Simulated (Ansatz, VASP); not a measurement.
One calculation of ScZn, two programs

```
CELL_PARAMETERS angstrom
3.31650 0.00000 0.00000
0.00000 3.31650 0.00000
0.00000 0.00000 3.35000
ATOMIC_POSITIONS crystal
Sc 0.00000 0.00000 0.00000
Zn 0.50000 0.50000 0.50000
```

Change from the starting cell: equal xx and yy strain of -1 %, crystal datasets.

Alike in both runs: task electric field gradients; functional PBEsol; k mesh 10 × 10 × 10; occupations fermi-dirac, width 0.03 eV; no spin polarisation.

```csv
,VASP,Ansatz
version,VASP 6.6.1,Ansatz 0.2.0
potentials or method,"VASP PAW PBE potentials, release 64 (Sc_sv, Zn), cutoff 520 eV","all-electron PAW with datasets made for the crystal, scalar-relativistic"
```

```tsv
	VASP	Ansatz	Ansatz less VASP
pressure (GPa)	-1.7	-1.9	-0.19
traceless stress, the component that is largest in VASP (GPa)	-0.38	-0.39	-0.004
size of Vzz on the site where it differs most (V/Å²)	0.2	0.1	-0.09
```

VASP's potentials were made for PBE, not for PBEsol. Ansatz ran all-electron here, and VASP with PAW potentials.
